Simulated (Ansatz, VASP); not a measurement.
# Nb in VASP and in Ansatz

Contents of INCAR:

```
SYSTEM = Nb
ALGO = Normal
EDIFF = 1E-6
ENCUT = 520
GGA = PS
ISIF = 2
ISMEAR = -1
LASPH = .True.
LCHARG = .True.
LELF = .True.
LREAL = .False.
LVHAR = .True.
LWAVE = .False.
NBANDS = 12
NELM = 100
PREC = Accurate
SIGMA = 0.1
```

KPOINTS

```
k-points
0
Gamma
  16 16 16
  0 0 0
```

Contents of POSCAR:

```
Nb
1.0
   -1.4387161436      1.4387161436      1.4387161436
    1.4387161436     -1.4387161436      1.4387161436
    1.4387161436      1.4387161436     -1.4387161436
Nb
1
Direct
    0.0000000000      0.0000000000      0.0000000000
```

Input for Ansatz:

```yaml
crystal:
  lattice:
    - [-1.4387161436, 1.4387161436, 1.4387161436]
    - [1.4387161436, -1.4387161436, 1.4387161436]
    - [1.4387161436, 1.4387161436, -1.4387161436]
  atoms:
    - { symbol: Nb, position: [0.0, 0.0, 0.0] }
kpoints:
  mp_grid: { grid: [16, 16, 16] }
  band_path:
    path:
      - [0.0, 0.0, 0.0]
      - [0.5, -0.5, 0.5]
      - [0.0, 0.0, 0.5]
      - [0.0, 0.0, 0.0]
      - [0.25, 0.25, 0.25]
      - [0.5, -0.5, 0.5]
      - [0.25, 0.25, 0.25]
      - [0.0, 0.0, 0.5]
    npoints: 8
scf:
  occupations: { method: fermi_dirac, width: 0.1 }
hamiltonian:
  xc: pbesol
  pseudopotentials: { kind: all_electron, lapw: { basis_error: 0.001 } }
output:
  forces: true
  stress: true
  eigenvalues: true
  populations: true
  dos: { projected: true, de: 0.2, e_range: [-14, 8] }
```

Change from the starting cell: volume scaled by 0.68, LAPW.

Alike in both runs: task single point; functional PBEsol; k mesh 16 × 16 × 16; occupations fermi-dirac, width 0.1 eV; no spin polarisation.

|  | VASP | Ansatz |
| --- | --- | --- |
| version | VASP 6.6.1 | Ansatz 0.2.0 |
| potentials or method | VASP PAW PBE potentials, release 64 (Nb_sv), cutoff 520 eV | all-electron LAPW, scalar-relativistic |

|  | VASP | Ansatz | Ansatz less VASP |
| --- | --- | --- | --- |
| pressure (GPa) | 141.0 | 140.8 | -0.15 |

VASP's potentials were made for PBE, not for PBEsol. Both programs put the cell under a high pressure, so it lies far from rest at this level. Ansatz ran all-electron here, and VASP with PAW potentials.

Noted on VASP's run: the cell as given lies far from equilibrium.
